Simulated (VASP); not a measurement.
# Ge (Fd-3m) in VASP: a series of runs

Aim: see how the results for Ge move with the level of theory and the settings. Levels: SVWN5, LDA. Tasks: single point.

Program: VASP 6.6.1. These are calculated values, not measurements. Logs are shortened: lines on timing, memory, paths and dates and some standing lists are left out, and cuts for length are marked.

**What was measured.**

“Electronic and optical properties of SixGe1-x-ySny alloys lattice-matched to Ge”, 2021, arxiv:2109.02782 reports, for a bulk crystal of Ge: band gap 0.807 eV (direct) at 300 K; band gap 0.666 eV (indirect) at 293 K.

The runs below are set against these values where they give the same quantity.

## Step 1: The cell of the first run

The structure is cubic, space group Fd-3m (No. 227). Conventional cell: a = 5.581 Å, b = 5.581 Å, c = 5.581 Å, α = 90.00°, β = 90.00°, γ = 90.00°. Within 3.2 Å of Ge (site symmetry -43m) lie 4 Ge at 2.42 Å.

## Step 2: Single point, SVWN5

Input file INCAR:

```
SYSTEM = Ge
ALGO = Normal ; EDIFF = 1E-7
ENCUT = 520 ; GGA = VW
ISIF = 2 ; ISMEAR = -1
LASPH = .True. ; LCHARG = .False.
LREAL = .False. ; LWAVE = .False.
NBANDS = 21 ; NELM = 100
PREC = Accurate ; SIGMA = 0.05
```

Input file KPOINTS:

```
k-points
0
Gamma
  8 8 8
  0 0 0
```

Input file POSCAR:

```
Ge
1.0
    0.0000000000      2.7906767997      2.7906767997
    2.7906767997      0.0000000000      2.7906767997
    2.7906767997      2.7906767997      0.0000000000
Ge
2
Direct
    0.7500000000      0.7500000000      0.7500000000
    0.5000000000      0.5000000000      0.5000000000
```

Potentials or basis: VASP PAW PBE potentials, release 64 (Ge_d).

Command:

```console
cat potpaw_PBE.64/Ge_d/POTCAR > POTCAR
mpirun -np 1 vasp_std > vasp.out
```

OUTCAR:

```text
SYSTEM = Ge
   EDIFF = 1E-7
   ENCUT = 520
   GGA = VW
   ISIF = 2
   ISMEAR = -1
   LASPH = .True.
   LREAL = .False.
   NELM = 100
   PREC = Accurate

 ion  position               nearest neighbor table
   1  0.750  0.750  0.750-   2 2.42   2 2.42   2 2.42   2 2.42
   2  0.500  0.500  0.500-   1 2.42   1 2.42   1 2.42   1 2.42

  LATTYP: Found a face centered cubic cell.
 ALAT       =     5.5813535994

  Lattice vectors:

 A1 = (   0.0000000000,   2.7906767997,   2.7906767997)
 A2 = (   2.7906767997,   0.0000000000,   2.7906767997)
 A3 = (   2.7906767997,   2.7906767997,   0.0000000000)

Analysis of symmetry for initial positions (statically):
=====================================================================
 Subroutine PRICEL returns:
 Original cell was already a primitive cell.

 Routine SETGRP: Setting up the symmetry group for a
 face centered cubic supercell.

 Subroutine GETGRP returns: Found 48 space group operations
 (whereof 24 operations were pure point group operations)
 out of a pool of 48 trial point group operations.

The static configuration has the point symmetry T_d .
 The point group associated with its full space group is O_h .

Analysis of symmetry for dynamics (positions and initial velocities):
=====================================================================
 Subroutine PRICEL returns:
 Original cell was already a primitive cell.

 Routine SETGRP: Setting up the symmetry group for a
 face centered cubic supercell.

 Subroutine GETGRP returns: Found 48 space group operations
 (whereof 24 operations were pure point group operations)
 out of a pool of 48 trial point group operations.

The dynamic configuration has the point symmetry T_d .
 The point group associated with its full space group is O_h .

 Subroutine INISYM returns: Found 48 space group operations
 (whereof 24 operations are pure point group operations),
 and found     1 'primitive' translations

----------------------------------------------------------------------------------------

                                     Primitive cell

  volume of cell :      43.4669

  direct lattice vectors                    reciprocal lattice vectors
     0.000000000  2.790676800  2.790676800    -0.179168007  0.179168007  0.179168007
     2.790676800  0.000000000  2.790676800     0.179168007 -0.179168007  0.179168007
     2.790676800  2.790676800  0.000000000     0.179168007  0.179168007 -0.179168007

  length of vectors
[... 80 lines left out ...]
   ENCUT  =  520.0 eV  38.22 Ry    6.18 a.u.   7.34  7.34  7.34*2*pi/ulx,y,z
   NELM   =    100;   NELMIN=  2; NELMDL= -5     # of ELM steps
   EDIFF  = 0.1E-06   stopping-criterion for ELM
   LREAL  =      F    real-space projection
   EDIFFG = 0.1E-05   stopping-criterion for IOM
   NSW    =      0    number of steps for IOM
   IBRION =     -1    ionic relax: 0-MD 1-quasi-New 2-CG
   NFREE  =      0    steps in history (QN), initial steepest desc. (CG)
   ISIF   =      2    stress and relaxation
   ISYM   =      2    0-nonsym 1-usesym 2-fastsym
   POTIM  = 0.5000    time-step for ionic-motion
   TEBEG  =    0.0;   TEEND  =   0.0 temperature during run
   PSTRESS=    0.0 pullay stress
   NELECT =      28.0000    total number of electrons
   NUPDOWN=      -1.0000    fix difference up-down
   EMIN   =  10.00;   EMAX   =-10.00  energy-range for DOS
   EFERMI =   0.00;   METHOD = LEGACY
   ISMEAR =    -1;   SIGMA  =   0.05  broadening in eV -4-tet -1-fermi 0-gaus
   EFERMI_NEDOS =   21; number of points for ismear=-14 and -15
   IALGO  =     38    algorithm
   IMIX   =      4    mixing-type and parameters
     AMIX     =   0.40;   BMIX     =  1.00
     AMIX_MAG =   1.60;   BMIX_MAG =  1.00
  volume/ion in A,a.u.               =      21.73       146.66
  Fermi-wavevector in a.u.,A,eV,Ry     =   1.413865  2.671818 27.198243  1.999014
  Thomas-Fermi vector in A             =   2.535467
   LORBIT       =      0    0 simple, 1 ext, 2 COOP (PROOUT), +10 PAW based schemes
   GGA     = VW    functional components
   LHFCALC =     F    Hartree Fock is set to
   AEXX    =    0.0000 exact exchange contribution
   IVDW    =     0    specifies the selected vdW correction
   LEPSILON=     F    determine dielectric tensor
   LRPA    =     F    only Hartree local field effects (RPA)
 non-spin polarized calculation
  energy-cutoff  :      520.00
  volume of cell :       43.47
 maximum number of plane-waves:      1211
 NGX is ok and might be reduce to    30
   NGX = 15   NGY = 15   NGZ = 15

 number of electron      28.0000021 magnetization

 Free energy of the ion-electron system (eV)
  ---------------------------------------------------
  ext. energy  EPLUGINS =         0.00000000
  ---------------------------------------------------
  free energy    TOTEN  =       -10.25813931 eV

  energy without entropy =      -10.25741277  energy(sigma->0) =      -10.25777604

 E-fermi :   5.1562     XC(G=0): -10.4765

 val. band max:        5.0883227753   @ k =   0.0000   0.0000   0.0000
 cond. band min:       5.2597225940   @ k =   0.5000   0.0000   0.0000
 fundamental gap:      0.1713998187
 Fermi energy:         5.1561577009

 k-point     1 :       0.0000    0.0000    0.0000
  band No.  band energies     occupation
      1     -19.7542      2.00000
      2     -19.7542      2.00000
      3     -19.7542      2.00000
      4     -19.7140      2.00000
      5     -19.7140      2.00000
      6     -19.4774      2.00000
[... 565 lines left out ...]
     20      16.0945      0.00000
     21      16.7343      0.00000

 [... further k-points ...]

------------------------ aborting loop because EDIFF is reached ----------------------------------------

  FORCE on cell =-STRESS in cart. coord.  units (eV):
  Direction    XX          YY          ZZ          XY          YZ          ZX
  --------------------------------------------------------------------------------------
  -------------------------------------------------------------------------------------
  Total        0.4490905      0.4490905      0.4490905      0.0000000     -0.0000000      0.0000000
  in kB       16.5533463     16.5533463     16.5533463      0.0000000     -0.0000000      0.0000000
  external PRESSURE =      16.5533463 kB  Pullay stress =       0.0000000 kB

 VOLUME and BASIS-vectors are now :
 -----------------------------------------------------------------------------
  energy-cutoff  :      520.00
  volume of cell :       43.47
      direct lattice vectors                 reciprocal lattice vectors
     0.000000000  2.790676800  2.790676800    -0.179168007  0.179168007  0.179168007
     2.790676800  0.000000000  2.790676800     0.179168007 -0.179168007  0.179168007
     2.790676800  2.790676800  0.000000000     0.179168007  0.179168007 -0.179168007

 POSITION                                       TOTAL-FORCE (eV/Angst)
 -----------------------------------------------------------------------------------
      4.18602      4.18602      4.18602         0.000000      0.000000      0.000000
      2.79068      2.79068      2.79068        -0.000000     -0.000000     -0.000000
 -----------------------------------------------------------------------------------
    total drift:                                0.000000     -0.000000     -0.000000

  FREE ENERGIE OF THE ION-ELECTRON SYSTEM (eV)
  ---------------------------------------------------
  free  energy   TOTEN  =       -10.2581393146 eV

  energy  without entropy=      -10.2574127721  energy(sigma->0) =      -10.25777604
```

OSZICAR:

```text
N       E                     dE             d eps       ncg     rms          rms(c)
DAV:   1     0.197802844929E+03    0.19780E+03   -0.14523E+04  1371   0.370E+03
DAV:   2     0.184924927425E+02   -0.17931E+03   -0.17357E+03  1223   0.651E+02
DAV:   3    -0.948842741864E+01   -0.27981E+02   -0.27787E+02  1383   0.146E+02
DAV:   4    -0.104520412215E+02   -0.96361E+00   -0.96307E+00  1403   0.321E+01
DAV:   5    -0.104678924337E+02   -0.15851E-01   -0.15851E-01  1393   0.453E+00    0.321E+00
DAV:   6    -0.103265132613E+02    0.14138E+00   -0.46696E-02  1343   0.192E+00    0.183E+00
DAV:   7    -0.102573036829E+02    0.69210E-01   -0.92873E-02  1301   0.231E+00    0.143E-01
DAV:   8    -0.102580892448E+02   -0.78556E-03   -0.66231E-03  1368   0.906E-01    0.556E-02
DAV:   9    -0.102581430645E+02   -0.53820E-04   -0.10506E-04  1466   0.108E-01    0.142E-02
DAV:  10    -0.102581392941E+02    0.37704E-05   -0.94211E-06  1691   0.387E-02    0.458E-03
DAV:  11    -0.102581393146E+02   -0.20458E-07   -0.71587E-07  1308   0.785E-03
   1 F= -.10258139E+02 E0= -.10257776E+02  d E =-.726542E-03
```

Wall time 16 s (1 thread of AMD EPYC 7R13 (Zen 3), shared host); peak memory 0.12 GiB.

Results:

```
Free energy            : -10.2581 eV
Pressure               : 1.7 GPa
Band gap on the k mesh : 0.17 eV, indirect (least direct gap 0.18 eV)
```

Caveat: the PAW data sets were made with another functional, which shifts forces and pressure a little.

## Step 3: Single point, SVWN5

This run uses another cell than the first one, of 22.19 Å³/atom, 1.021 times its volume.

Input file INCAR:

```
  PREC = Accurate
  ENCUT = 520
  EDIFF = 1E-7
  ISMEAR = -1
  SIGMA = 0.05
  LREAL = False
  LASPH = True
  NELM = 60
  ALGO = Normal
  ISIF = 2
  LWAVE = False
  LCHARG = True
  GGA = VW
  LELF = True
  LVHAR = True
  NBANDS = 21
```

Input file KPOINTS:

```
Automatic mesh
0
Gamma
  8 8 8
```

Input file POSCAR:

```
Ge
1.0
    0.0000000000      2.8099234548      2.8099234548
    2.8099234548      0.0000000000      2.8099234548
    2.8099234548      2.8099234548      0.0000000000
Ge
2
Direct
    0.7500000000      0.7500000000      0.7500000000
    0.5000000000      0.5000000000      0.5000000000
```

Potentials or basis: VASP PAW PBE potentials, release 64 (Ge_d).

Command:

```console
cat potpaw_PBE.64/Ge_d/POTCAR > POTCAR
mpirun -np 1 vasp_std > vasp.out
```

Wall time 18 s (1 thread of AMD EPYC 7R13 (Zen 3), shared host); peak memory 0.12 GiB.

The run converged. Its results:

```yaml
Free_energy: -10.2628 eV
Pressure: 0.1 GPa
Band_gap_on_the_k_mesh: zero (filled and empty bands touch)
```

Levels at points of the mesh, in eV from the Fermi level:
```tsv
k point	band 10	band 11	band 12	band 13	band 14	band 15	band 16	band 17	band 18	band 19
(0.00, 0.00, 0.00)	-24.55	-13.00	-0.03	-0.02	-0.02	-0.02	2.52	2.52	2.52	6.23
(0.50, 0.00, 0.00)	-24.52	-10.86	-7.76	-1.45	-1.45	0.09	3.72	3.72	6.96	10.50
(0.50, 0.50, 0.00)	-24.50	-9.04	-9.04	-3.16	-3.16	0.63	0.63	9.56	9.56	11.61
```

Caveat: the PAW data sets were made with another functional, which shifts forces and pressure a little.

## Step 4: Single point, LDA

Input file INCAR:

```
SYSTEM = Ge
PREC = Accurate ; ENCUT = 520
EDIFF = 1E-6 ; ISMEAR = -1
SIGMA = 0.05 ; LREAL = .False.
LASPH = .True. ; NELM = 80
ALGO = Normal ; ISIF = 2
LWAVE = .False. ; LCHARG = .True.
GGA = CA ; LELF = .True.
LVHAR = .True. ; NBANDS = 21
```

Input file KPOINTS:

```
Automatic mesh
0
Gamma
  8 8 8
  0 0 0
```

Input file POSCAR:

```
Ge
1.0
    0.0000000000      2.7906767997      2.7906767997
    2.7906767997      0.0000000000      2.7906767997
    2.7906767997      2.7906767997      0.0000000000
Ge
2
Direct
    0.7500000000      0.7500000000      0.7500000000
    0.5000000000      0.5000000000      0.5000000000
```

Potentials or basis: VASP PAW LDA potentials, release 64 (Ge_d).

Command:

```console
cat potpaw_LDA.64/Ge_d/POTCAR > POTCAR
mpirun -np 1 vasp_std > vasp.out
```

Wall time 19 s (1 thread of AMD EPYC 7R13 (Zen 3), shared host); peak memory 0.12 GiB.

Results (log left out):

```
Free energy            : -10.3751 eV
Pressure               : 1.9 GPa
Band gap on the k mesh : 0.19 eV, indirect (least direct gap 0.23 eV)
```

Levels at points of the mesh, in eV from the valence-band top:
```csv
k point,band 10,band 11,band 12,band 13,band 14,band 15,band 16,band 17,band 18,band 19
"(0.00, 0.00, 0.00)",-24.71,-13.12,0.00,0.00,0.00,0.23,2.54,2.54,2.54,6.31
"(0.50, 0.00, 0.00)",-24.68,-10.93,-7.83,-1.47,-1.47,0.19,3.74,3.74,6.99,10.66
"(0.50, 0.50, 0.00)",-24.67,-9.08,-9.08,-3.22,-3.22,0.61,0.61,9.75,9.75,11.85
```

## Step 5: The runs side by side

| level | potentials or basis | cell | gap on the mesh (eV) | pressure (GPa) |
| --- | --- | --- | --- | --- |
| SVWN5 | VASP PAW PBE potentials, release 64 (Ge_d) | a = 3.947 Å, angles 60.0°, 2 atoms | 0.17 | 1.7 |
| SVWN5 | VASP PAW PBE potentials, release 64 (Ge_d) | a = 3.974 Å, angles 60.0°, 2 atoms | none | 0.1 |
| LDA | VASP PAW LDA potentials, release 64 (Ge_d) | a = 3.947 Å, angles 60.0°, 2 atoms | 0.19 | 1.9 |

Alike in all rows: task single point; no spin polarisation; k mesh 8 × 8 × 8; cutoff (eV) 520; smearing fermi-dirac 0.05 eV.

Caveats: the PAW data sets were made with another functional, which shifts forces and pressure a little (some runs).

Absolute energies hang on the potentials; compare differences alone.

## Step 6: Against experiment

Step 2. A measured gap of Ge is 0.807 eV (direct; 300 K; “Electronic and optical properties of SixGe1-x-ySny alloys lattice-matched to Ge”, 2021, arxiv:2109.02782); the calculated 0.17 eV misses it by -0.64 eV. 3 values of this kind are on record (0.666 to 0.807 eV); this one was drawn at random among those near their median. Spin-orbit coupling on Ge is left out. The value is that of SVWN5 on a finite k mesh, which can miss the band edges, without temperature or zero-point motion.

Step 3. A measured gap of Ge is 0.807 eV (direct; 300 K; “Electronic and optical properties of SixGe1-x-ySny alloys lattice-matched to Ge”, 2021, arxiv:2109.02782); the calculated 0.00 eV misses it by -0.81 eV. 3 values of this kind are on record (0.666 to 0.807 eV); this one was drawn at random among those near their median. Spin-orbit coupling on Ge is left out. The value is that of SVWN5 on a finite k mesh, which can miss the band edges, without temperature or zero-point motion.

Step 4. A measured gap of Ge is 0.666 eV (indirect; 293 K; “Electronic and optical properties of SixGe1-x-ySny alloys lattice-matched to Ge”, 2021, arxiv:2109.02782); the calculated 0.19 eV misses it by -0.47 eV. 3 values of this kind are on record (0.666 to 0.807 eV); this one was drawn at random among those near their median. Spin-orbit coupling on Ge is left out. The value is that of LDA on a finite k mesh, which can miss the band edges, without temperature or zero-point motion. Semilocal functionals fall short of measured gaps as a rule.
